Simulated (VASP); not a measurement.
Runs of VASP 6.6.1 on Ru. The structure is that of space group P6_3/mmc (No. 194), or close to it. The cells are those of the table. 

```csv
cell,further INCAR settings,gap on the mesh (eV),pressure (GPa)
"a = 2.856, b = 2.856, c = 4.297 Å, angles 90.0, 90.0, 120.0°, 2 atoms",ALGO = Fast; EDIFF = 1e-07; NBANDS = 21,none,-22.9
"a = 2.788, b = 2.788, c = 4.404 Å, angles 90.0, 90.0, 120.0°, 2 atoms",ALGO = Fast; EDIFF = 1e-07; NBANDS = 21,none,-19.3
"a = 2.856, b = 2.856, c = 4.512 Å, angles 90.0, 90.0, 120.0°, 2 atoms",ALGO = Fast; EDIFF = 1e-06; NBANDS = 21,none,-31.8
"a = 2.856, b = 2.856, c = 4.404 Å, angles 90.0, 90.0, 120.0°, 2 atoms",ALGO = Fast; EDIFF = 1e-07; NBANDS = 21,none,(b)
"a = 2.788, b = 2.788, c = 4.512 Å, angles 90.0, 90.0, 120.0°, 2 atoms",ALGO = Fast; EDIFF = 1e-06; NBANDS = 21,none,(a)
```

Alike in all rows: task single point; level PBE; potentials or basis VASP PAW PBE potentials, release 64 (Ru_pv); no spin polarisation; k mesh 24 × 24 × 14; cutoff (eV) 520; smearing gaussian 0.15 eV.

Estimate the missing entries.

(a) -24.2; (b) -27.9.

Caveats: the cell stands under tension (at least some runs); the stress differs along the axes, from -27 to -14 GPa (at least some runs); the stress differs along the axes, from -30 to -21 GPa (at least some runs).

A k mesh can miss the band edges, and the runs leave out spin-orbit coupling on Ru.

A gap of «none» marks levels without a gap at the run's occupations.
